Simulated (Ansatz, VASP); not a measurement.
One calculation of AlN, two programs

File INCAR:

```
SYSTEM = AlN
PREC = Accurate ; ENCUT = 520
EDIFF = 1E-7 ; ISMEAR = 0
SIGMA = 0.05 ; LREAL = .False.
LASPH = .True. ; NELM = 80
ALGO = Normal ; ISIF = 2
LWAVE = .False. ; LCHARG = .False.
GGA = CA ; NBANDS = 11
```

Contents of KPOINTS:

```
regular mesh
0
Gamma
  10 10 10
  0 0 0
```

POSCAR

```
AlN
1.0
    0.0000000000      2.1839935596      2.1839935596
    2.1839935596      0.0000000000      2.1839935596
    2.1839935596      2.1839935596      0.0000000000
Al N
1 1
Direct
   -0.0346966329     -0.0346966329     -0.0346966329
    0.7500000000      0.7500000000      0.7500000000
```

Input for Ansatz:

```yaml
crystal:
  lattice:
    - [0.0, 2.1839935596, 2.1839935596]
    - [2.1839935596, 0.0, 2.1839935596]
    - [2.1839935596, 2.1839935596, 0.0]
  atoms:
    - { symbol: Al, position: [-0.0346966329, -0.0346966329, -0.0346966329] }
    - { symbol: "N", position: [0.75, 0.75, 0.75] }
basis:
  ecutwfc: 420
kpoints:
  mp_grid: { grid: [10, 10, 10] }
hamiltonian:
  xc: lda
scf:
  occupations: { method: gaussian, width: 0.05 }
output:
  forces: true
  stress: true
  eigenvalues: true
```

Change from the starting cell: all Al atoms moved +0.263 Å, as atom 1 towards its neighbour atom 2 (N) at 1.891 Å.

Alike in both runs: task single point; functional LDA; k mesh 10 × 10 × 10; occupations gaussian, width 0.05 eV; no spin polarisation.

```csv
,VASP,Ansatz
version,VASP 6.6.1,Ansatz 0.2.0
potentials or method,"VASP PAW LDA potentials, release 64 (Al, N), cutoff 520 eV","scalar-relativistic, plane waves, PAW"
valence electrons in the cell,8,8
```

VASP gave:

- gap on the k mesh at the Fermi level (eV): 2.90
- least direct gap on the mesh (eV): 3.79
- pressure (GPa): 9.9
- traceless stress, the component that is largest in VASP (GPa): 20.61
- rms of the force components (eV/Å): 4.170

Question: What did Ansatz give for the same quantities?

Answer: gap on the k mesh at the Fermi level (eV): 2.92; least direct gap on the mesh (eV): 3.78; pressure (GPa): 9.0; traceless stress, the component that is largest in VASP (GPa): 19.89; rms of the force components (eV/Å): 4.083.

LDA's correlation is that of Perdew and Zunger in VASP and of Perdew and Wang (1992) in Ansatz. Atom by atom the forces differ by 0.088 eV/Å (rms over components).
